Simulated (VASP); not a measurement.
Be:

```
Be
1.0
     2.33012    0.00000    0.00000
    -1.16506    2.01794    0.00000
     0.00000    0.00000    3.65450
Be
2
Cartesian
  1.1651 0.6726 2.7409
  0.0000 1.3453 0.9136
```

Base run:

- Program: VASP 6.6.1
- Functional: PBEsol
- Potentials or basis: VASP PAW PBE potentials, release 64 (Be)
- Cutoff: 520 eV
- k mesh: 13 × 13 × 8
- Occupations: fermi-dirac, width 0.05 eV
- Spin: no spin polarisation

Its results: band gap on the k mesh zero (bands 2 and 3 overlap by 1.58 eV); pressure -9.4 GPa.

Q: The run is repeated on the same cell with these changes: functional from PBEsol to r2SCAN. What comes out?

A: Band gap on the k mesh zero (bands 2 and 3 overlap by 1.71 eV); pressure -8.8 GPa.

Caveats: the cell stands under tension; the PAW data sets were made with another functional, which shifts forces and pressure a little.
